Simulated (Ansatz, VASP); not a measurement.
# MgO: VASP beside Ansatz

```
Mg O
1.0
     3.52132    0.00000    0.00000
    -1.76066    3.04955    0.00000
     0.00000    0.00000    4.23938
Mg O
2 2
Cartesian
  1.7705 1.0165 3.1795
  0.0099 2.0330 1.0598
  1.7457 1.0165 1.0598
  -0.0150 2.0330 3.1795
```

Change from the starting cell: mode 8 frozen in at -0.015 Å, strain +e along z and -e/2 along x and y +0.0000.

Alike in both runs: task single point; functional PBE; k mesh 9 × 9 × 6; occupations gaussian, width 0.05 eV; no spin polarisation.

```csv
,VASP,Ansatz
version,VASP 6.6.1,Ansatz 0.2.0
potentials or method,"VASP PAW PBE potentials, release 64 (Mg, O), cutoff 520 eV","scalar-relativistic, plane waves, PAW"
valence electrons in the cell,16,32
```

Ansatz gave:

* gap on the k mesh at the Fermi level (eV): 3.28
* least direct gap on the mesh (eV): 3.28
* pressure (GPa): 0.0
* traceless stress, the component that is largest in VASP (GPa): -0.05
* rms of the force components (eV/Å): 0.116

**Question.** Estimate VASP's values.

**Answer.** gap on the k mesh at the Fermi level (eV): 3.26; least direct gap on the mesh (eV): 3.26; pressure (GPa): -0.5; traceless stress, the component that is largest in VASP (GPa): -0.17; rms of the force components (eV/Å): 0.117.

Atom by atom the forces differ by 0.001 eV/Å (rms over components). With one functional, cell and mesh, what is left measures potentials, basis and numerics. VASP's potentials hold 16 valence electrons a cell and Ansatz's 32, so a difference there can come from the potentials and not from the codes.
